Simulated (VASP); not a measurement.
# Pt2C3 (P-3m1) in VASP: notebook, part 2 of 2

VASP 6.6.1. The steps go on from the part before.

### 4 Relaxation of cell and atoms, PBE

Input file INCAR:

```
SYSTEM = Pt2C3
ALGO = Normal
EDIFF = 1E-6
EDIFFG = -0.04
ENCUT = 600
GGA = PE
IBRION = 2
ISIF = 3
ISMEAR = 0
LASPH = .TRUE.
LCHARG = .FALSE.
LREAL = .FALSE.
LWAVE = .FALSE.
NELM = 60
NSW = 90
PREC = Accurate
SIGMA = 0.1
```

Input file KPOINTS:

```
k-points
0
G
  6 6 4
  0 0 0
```

Input file POSCAR:

```
Pt2C3
1.0
    3.3782535096      0.0000000000      0.0000000000
   -1.6891267548      2.9256533597      0.0000000000
    0.0000000000      0.0000000000      5.2560137091
Pt C
2 3
Direct
    0.3333333333      0.6666666667      0.2450000000
    0.6666666667      0.3333333333      0.7550000000
    0.0000000000      0.0000000000      0.0000000000
    0.3333333333      0.6666666667      0.6450000000
    0.6666666667      0.3333333333      0.3550000000
```

Run with:

```
$ cat potpaw_PBE.64/Pt/POTCAR potpaw_PBE.64/C/POTCAR > POTCAR
$ mpirun -np 1 vasp_std > vasp.out
```

Run time: 1.9 min. Hardware: 1 thread of Intel Xeon 6975P-C (Granite Rapids), shared host; peak memory 0.2 GiB.

The run converged. Its results:

```
Free energy                           : -31.0968 eV
Relaxed volume                        : 10.83 Å³/atom
Relaxed cell                          : a = 3.329 Å, b = 3.329 Å, c = 5.642 Å, α = 90.00°, β = 90.00°, γ = 120.00°
Space group after relaxing (to 0.1 Å) : P-3m1 (No. 164)
Energy gained by relaxing             : 100.7 meV/atom
Ionic steps                           : 11
Pressure after relaxing               : -0.2 GPa
Largest force after relaxing          : 0.009 eV/Å
Band gap on the k mesh                : zero (bands 16 and 17 overlap by 0.65 eV)
```

Forces in eV/Å, atoms in the order of the input:
```
Pt   0.000  0.000 -0.009
Pt   0.000  0.000  0.009
C    0.000  0.000  0.000
C    0.000  0.000 -0.006
C    0.000  0.000  0.006
```

Stress tensor (GPa, compression positive):
```
-0.31  0.00  0.00
 0.00 -0.31  0.00
 0.00  0.00 -0.02
```

Step by step:
```csv
step,energy change (eV),largest force (eV/Å),pressure (GPa),volume (Å³)
1,0.0000,2.1725,17.19,51.95
2,0.0860,0.8685,-21.25,60.77
3,-0.3360,0.5959,-5.10,55.83
4,-0.3365,0.6541,-4.43,55.68
5,-0.4536,0.2752,-1.99,54.56
6,-0.4609,0.5346,-1.01,54.23
7,-0.4886,0.1912,2.39,53.57
8,-0.4896,0.1942,3.16,53.43
9,-0.5026,0.1184,-0.13,54.17
10,-0.5026,0.1134,-0.02,54.15
11,-0.5033,0.0090,-0.21,54.16
```

Final structure:
```
Pt C
1.0
     3.32929    0.00000    0.00000
    -1.66465    2.88325    0.00000
     0.00000    0.00000    5.64181
Pt C
2 3
Direct
  0.33333 0.66667 0.23139
  0.66667 0.33333 0.76861
  0.00000 0.00000 0.00000
  0.33333 0.66667 0.62833
  0.66667 0.33333 0.37167
```

Levels at points of the mesh, in eV from the Fermi level:
```
           k point  band 13  band 14  band 15  band 16  band 17  band 18  band 19  band 20
(0.00, 0.00, 0.00)    -3.07    -2.58     0.39     0.60     0.60     1.70     2.23     2.23
(0.50, 0.00, 0.00)    -3.09    -2.83    -2.78    -1.95     0.20     0.81     1.66     3.01
(0.00, 0.00, 0.50)    -3.18    -0.88    -0.65    -0.65     0.25     2.12     3.56     3.56
(0.50, 0.00, 0.50)    -3.22    -2.42    -2.00    -1.18     0.58     0.70     1.02     2.22
```

Caveat: spin-orbit coupling is left out, which moves the levels of the heavy elements.

### 5 Single point, PBE

This run uses another cell than the first one, of 10.88 Å³/atom.

Input file INCAR:

```
PREC     = Accurate       # precision mode
ENCUT    = 520            # plane-wave cutoff, eV
EDIFF    = 1E-7           # SCF threshold, eV
ISMEAR   = 0              # smearing method
SIGMA    = 0.1            # smearing width, eV
LREAL    = False          # projectors in reciprocal space
LASPH    = True           # aspherical terms in the spheres
NELM     = 100            # most SCF steps
ALGO     = Normal         # electronic algorithm
ISIF     = 2              # what is computed and relaxed
LWAVE    = False          # write WAVECAR
LCHARG   = False          # write CHGCAR
GGA      = PE             # functional
NBANDS   = 24             # bands
```

Input file KPOINTS:

```
regular mesh
0
Gamma
  12 12 8
```

Input file POSCAR:

```
Pt2C3
1.0
    3.3250525626      0.0000000000      0.0000000000
   -1.6625262813      2.8795799881      0.0000000000
    0.0000000000      0.0000000000      5.6801135420
Pt C
2 3
Direct
    0.3333333333      0.6666666667      0.2316282496
    0.6666666667      0.3333333333      0.7683717504
    0.0000000000      0.0000000000      0.0000000000
    0.3333333333      0.6666666667      0.6305283731
    0.6666666667      0.3333333333      0.3694716269
```

Potentials or basis: VASP PAW PBE potentials, release 64 (Pt, C).

Run with:

```
$ cat potpaw_PBE.64/Pt/POTCAR potpaw_PBE.64/C/POTCAR > POTCAR
$ mpirun -np 1 vasp_std > vasp.out
```

OUTCAR:

```text
PREC = Accurate
   ENCUT = 520
   EDIFF = 1E-7
   ISMEAR = 0
   LREAL = False
   LASPH = True
   NELM = 100
   ISIF = 2
   GGA = PE

 ion  position               nearest neighbor table
   1  0.333  0.667  0.232-   5 2.07   5 2.07   5 2.07   4 2.27   3 2.33   3 2.33   3 2.33   2 3.26
                             2 3.26   2 3.26
   2  0.667  0.333  0.768-   4 2.07   4 2.07   4 2.07   5 2.27   3 2.33   3 2.33   3 2.33   1 3.26
                             1 3.26   1 3.26
   3  0.000  0.000  0.000-   1 2.33   2 2.33   1 2.33   2 2.33   2 2.33   1 2.33
   4  0.333  0.667  0.631-   2 2.07   2 2.07   2 2.07   1 2.27
   5  0.667  0.333  0.369-   1 2.07   1 2.07   1 2.07   2 2.27

  LATTYP: Found a hexagonal cell.
 ALAT       =     3.3250525626
 C/A-ratio  =     1.7082778197

  Lattice vectors:

 A1 = (   3.3250525626,   0.0000000000,   0.0000000000)
 A2 = (  -1.6625262813,   2.8795799881,   0.0000000000)
 A3 = (   0.0000000000,   0.0000000000,   5.6801135420)

Analysis of symmetry for initial positions (statically):
=====================================================================
 Subroutine PRICEL returns:
 Original cell was already a primitive cell.

 Routine SETGRP: Setting up the symmetry group for a
[... 179 lines left out ...]
 fundamental gap:      0.0040544674
 Fermi energy:         9.5702526597

 k-point     1 :       0.0000    0.0000    0.0000
  band No.  band energies     occupation
      1      -5.7596      2.00000
      2      -2.5461      2.00000
      3      -1.4914      2.00000
      4       2.4854      2.00000
      5       2.4854      2.00000
      6       2.5488      2.00000
[... 637 lines left out ...]
     23      18.1565      0.00000
     24      18.5241      0.00000

 [... further k-points ...]

------------------------ aborting loop because EDIFF is reached ----------------------------------------

  FORCE on cell =-STRESS in cart. coord.  units (eV):
  Direction    XX          YY          ZZ          XY          YZ          ZX
  --------------------------------------------------------------------------------------
  -------------------------------------------------------------------------------------
  Total        0.0262335      0.0262335     -0.0425428      0.0000000      0.0000000      0.0000000
  in kB        0.7728275      0.7728275     -1.2532914      0.0000000      0.0000000      0.0000000
  external PRESSURE =       0.0974546 kB  Pullay stress =       0.0000000 kB

 VOLUME and BASIS-vectors are now :
 -----------------------------------------------------------------------------
  energy-cutoff  :      520.00
  volume of cell :       54.39
      direct lattice vectors                 reciprocal lattice vectors
     3.325052563  0.000000000  0.000000000     0.300747125  0.173636434  0.000000000
    -1.662526281  2.879579988  0.000000000     0.000000000  0.347272868  0.000000000
     0.000000000  0.000000000  5.680113542     0.000000000  0.000000000  0.176052819

 POSITION                                       TOTAL-FORCE (eV/Angst)
 -----------------------------------------------------------------------------------
     -0.00000      1.91972      1.31567         0.000000      0.000000     -0.035581
      1.66253      0.95986      4.36444        -0.000000      0.000000      0.035581
      0.00000      0.00000      0.00000         0.000000     -0.000000     -0.000000
     -0.00000      1.91972      3.58147        -0.000000     -0.000000     -0.017283
      1.66253      0.95986      2.09864         0.000000      0.000000      0.017283
 -----------------------------------------------------------------------------------
    total drift:                                0.000000      0.000000      0.000000

  FREE ENERGIE OF THE ION-ELECTRON SYSTEM (eV)
  ---------------------------------------------------
  free  energy   TOTEN  =       -31.0914906037 eV

  energy  without entropy=      -31.0828346646  energy(sigma->0) =      -31.08716263
```

OSZICAR:

```text
N       E                     dE             d eps       ncg     rms          rms(c)
DAV:   1     0.150078953275E+03    0.15008E+03   -0.16199E+04  6288   0.128E+03
DAV:   2    -0.297763192649E+02   -0.17986E+03   -0.16483E+03  7672   0.261E+02
DAV:   3    -0.370535391934E+02   -0.72772E+01   -0.71169E+01  7568   0.513E+01
DAV:   4    -0.371313906862E+02   -0.77851E-01   -0.77776E-01  7520   0.587E+00
DAV:   5    -0.371325731908E+02   -0.11825E-02   -0.11822E-02  7728   0.679E-01    0.318E+01
DAV:   6    -0.333766941754E+02    0.37559E+01   -0.24273E+01  7424   0.486E+01    0.223E+01
DAV:   7    -0.311193496457E+02    0.22573E+01   -0.64307E+00  6920   0.241E+01    0.785E+00
DAV:   8    -0.311224842062E+02   -0.31346E-02   -0.64635E-01  7416   0.456E+00    0.331E+00
DAV:   9    -0.310913143038E+02    0.31170E-01   -0.54049E-02  7728   0.235E+00    0.461E-01
DAV:  10    -0.310914510809E+02   -0.13678E-03   -0.75421E-03  7808   0.570E-01    0.273E-01
DAV:  11    -0.310914690592E+02   -0.17978E-04   -0.68406E-04  7384   0.171E-01    0.636E-02
DAV:  12    -0.310914934721E+02   -0.24413E-04   -0.17301E-04  8096   0.895E-02    0.376E-02
DAV:  13    -0.310914907978E+02    0.26743E-05   -0.11519E-05  7896   0.223E-02    0.125E-02
DAV:  14    -0.310914906165E+02    0.18135E-06   -0.56116E-06  8168   0.143E-02    0.280E-03
DAV:  15    -0.310914906037E+02    0.12775E-07   -0.40015E-07  7312   0.417E-03
   1 F= -.31091491E+02 E0= -.31087163E+02  d E =-.865594E-02
```

Run time: 76 s. Hardware: 1 thread of Intel Xeon 6975P-C (Granite Rapids), shared host; peak memory 0.28 GiB.

What came out:

| Item | Value |
| --- | --- |
| Free energy | -31.0915 eV |
| Pressure | 0.0 GPa |
| Largest force | 0.036 eV/Å |
| Band gap on the k mesh | zero (bands 16 and 17 overlap by 0.93 eV) |

Forces in eV/Å, atoms in the order of the input:
```
Pt   0.000  0.000 -0.036
Pt   0.000  0.000  0.036
C    0.000  0.000  0.000
C    0.000  0.000 -0.017
C    0.000  0.000  0.017
```

Caveat: spin-orbit coupling is left out, which moves the levels of the heavy elements.

### 6 Relaxation of cell and atoms, PBE

This run uses another cell than the first one, of 10.82 Å³/atom.

Input file INCAR:

```
PREC = Accurate
ENCUT = 600
EDIFF = 1E-6
ISMEAR = 0
SIGMA = 0.1
LREAL = F
LASPH = T
NELM = 100
ALGO = Normal
ISIF = 3
LWAVE = F
LCHARG = F
GGA = PE
IBRION = 2
NSW = 100
EDIFFG = -0.01
```

KPOINTS is that of step 5.

Input file POSCAR:

```
Pt2C3
1.0
    3.3285112534      0.0000000000      0.0000000000
   -1.6642556267      2.8825753022      0.0000000000
    0.0000000000      0.0000000000      5.6401596434
Pt C
2 3
Direct
    0.3333333333      0.6666666667      0.2316418996
    0.6666666667      0.3333333333      0.7683581004
    0.0000000000      0.0000000000      0.0000000000
    0.3333333333      0.6666666667      0.6280555197
    0.6666666667      0.3333333333      0.3719444803
```

Potentials or basis: VASP PAW PBE potentials, release 64 (Pt, C).

Run with:

```
$ cat potpaw_PBE.64/Pt/POTCAR potpaw_PBE.64/C/POTCAR > POTCAR
$ mpirun -np 1 vasp_std > vasp.out
```

Wall time 3.9 min (1 thread of Intel Xeon 6975P-C (Granite Rapids), shared host); peak memory 0.3 GiB.

It converged, with:

- Free energy: -31.0924 eV
- Relaxed volume: 10.85 Å³/atom
- Relaxed cell: a = 3.331 Å, b = 3.331 Å, c = 5.648 Å, α = 90.00°, β = 90.00°, γ = 120.00°
- Space group after relaxing (to 0.1 Å): P-3m1 (No. 164)
- Energy gained by relaxing: 0.1 meV/atom
- Ionic steps: 7
- Pressure after relaxing: 0.1 GPa
- Band gap on the k mesh: zero (bands 16 and 17 overlap by 0.93 eV)

Stress tensor (GPa, compression positive):
```
0.01 0.00 0.00
0.00 0.01 0.00
0.00 0.00 0.13
```

Step by step:
| step | energy change (eV) | largest force (eV/Å) | pressure (GPa) | volume (Å³) |
| --- | --- | --- | --- | --- |
| 1 | 0.0000 | 0.0202 | 0.51 | 54.12 |
| 2 | 0.0001 | 0.0422 | -0.68 | 54.39 |
| 3 | -0.0002 | 0.0299 | -0.02 | 54.24 |
| 4 | -0.0002 | 0.0300 | -0.05 | 54.24 |
| 5 | -0.0003 | 0.0207 | -0.03 | 54.25 |
| 6 | -0.0003 | 0.0214 | -0.03 | 54.27 |
| 7 | -0.0004 | 0.0007 | 0.05 | 54.26 |

Final structure:
```
Pt C
1.0
     3.33058    0.00000    0.00000
    -1.66529    2.88437    0.00000
     0.00000    0.00000    5.64816
Pt C
2 3
Cartesian
  0.0000 1.9229 1.3075
  1.6653 0.9615 4.3407
  0.0000 0.0000 0.0000
  0.0000 1.9229 3.5534
  1.6653 0.9615 2.0948
```

Levels at points of the mesh, in eV from the Fermi level:
| k point | band 13 | band 14 | band 15 | band 16 | band 17 | band 18 | band 19 | band 20 |
| --- | --- | --- | --- | --- | --- | --- | --- | --- |
| (0.00, 0.00, 0.00) | -3.02 | -2.56 | 0.41 | 0.61 | 0.61 | 1.70 | 2.28 | 2.28 |
| (0.50, 0.00, 0.00) | -3.06 | -2.80 | -2.75 | -1.93 | 0.22 | 0.81 | 1.67 | 3.02 |
| (0.00, 0.00, 0.50) | -3.13 | -0.88 | -0.62 | -0.62 | 0.27 | 2.13 | 3.60 | 3.60 |
| (0.50, 0.00, 0.50) | -3.19 | -2.40 | -1.97 | -1.17 | 0.61 | 0.71 | 1.03 | 2.23 |

Caveat: spin-orbit coupling is left out, which moves the levels of the heavy elements.

### 7 Overview

```tsv
task	cell	k mesh	cutoff (eV)	gap on the mesh (eV)	pressure (GPa)	relaxed volume (Å³/atom)	largest force (eV/Å)
single point	a = 3.378, b = 3.378, c = 5.256 Å, angles 90.0, 90.0, 120.0°, 5 atoms, atomic positions A	6 × 6 × 4	520	none	17.3	-	2.17
single point	a = 3.329, b = 3.329, c = 5.640 Å, angles 90.0, 90.0, 120.0°, 5 atoms, atomic positions B	6 × 6 × 4	520	none	0.0	-	0.05
relaxation of cell and atoms	relaxed from a = 3.378, b = 3.378, c = 5.256 Å, angles 90.0, 90.0, 120.0°, 5 atoms, atomic positions A	6 × 6 × 4	600	none	-0.2	10.83	0.01
single point	a = 3.325, b = 3.325, c = 5.680 Å, angles 90.0, 90.0, 120.0°, 5 atoms, atomic positions C	12 × 12 × 8	520	none	0.0	-	0.04
relaxation of cell and atoms	relaxed from a = 3.329, b = 3.329, c = 5.640 Å, angles 90.0, 90.0, 120.0°, 5 atoms, atomic positions B	12 × 12 × 8	600	none	0.1	10.85	-
```

Alike in all rows: level PBE; potentials or basis VASP PAW PBE potentials, release 64 (Pt, C); no spin polarisation; smearing gaussian 0.1 eV.

Caveats: some runs use coarse meshes; spin-orbit coupling is left out, which moves the levels of the heavy elements; the cell stands under pressure (at least some runs); forces of over 1 eV/Å act on the atoms, so gaps and moduli don't describe the material at rest (at least some runs).

Absolute energies hang on the potentials; compare differences alone.
